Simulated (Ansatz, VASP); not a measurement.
## GaN in VASP and in Ansatz

File INCAR:

```
PREC = Accurate ; ENCUT = 600
EDIFF = 1E-6 ; ISMEAR = -1
SIGMA = 0.05 ; LREAL = False
LASPH = True ; NELM = 120
ALGO = Normal ; ISIF = 2
LWAVE = False ; LCHARG = False
GGA = PS ; NBANDS = 16
GGA_COMPAT = False
```

File KPOINTS:

```
regular mesh
0
Gamma
  17 17 17
```

File POSCAR:

```
GaN
1.0
    0.0000000000      2.0217590106      2.0217590106
    2.0217590106      0.0000000000      2.0217590106
    2.0217590106      2.0217590106      0.0000000000
Ga N
1 1
Direct
    0.0000000000      0.0000000000      0.0000000000
    0.5000000000      0.5000000000      0.5000000000
```

Input for Ansatz:

```yaml
crystal:
  lattice:
    - [0.0, 2.0217590106, 2.0217590106]
    - [2.0217590106, 0.0, 2.0217590106]
    - [2.0217590106, 2.0217590106, 0.0]
  atoms:
    - { symbol: Ga, position: [0.0, 0.0, 0.0] }
    - { symbol: "N", position: [0.5, 0.5, 0.5] }
kpoints:
  mp_grid: { grid: [17, 17, 17] }
scf:
  occupations: { method: fermi_dirac, width: 0.05 }
hamiltonian:
  xc: pbesol
  pseudopotentials: { kind: all_electron, lapw: { basis_error: 0.001 } }
output:
  forces: true
  stress: true
  eigenvalues: true
  populations: true
```

Change from the starting cell: volume scaled by 0.88, LAPW.

Alike in both runs: task single point; functional PBEsol; k mesh 17 × 17 × 17; occupations fermi-dirac, width 0.05 eV; no spin polarisation.

|  | VASP | Ansatz |
| --- | --- | --- |
| version | VASP 6.6.1 | Ansatz 0.2.0 |
| potentials or method | VASP PAW PBE potentials, release 64 (Ga_d, N), cutoff 600 eV | all-electron LAPW, scalar-relativistic |

```csv
,VASP,Ansatz,Ansatz less VASP
pressure (GPa),40.1,39.8,-0.30
```

VASP's potentials were made for PBE, not for PBEsol. Both programs put the cell under a high pressure, so it lies far from rest at this level. Ansatz ran all-electron here, and VASP with PAW potentials.
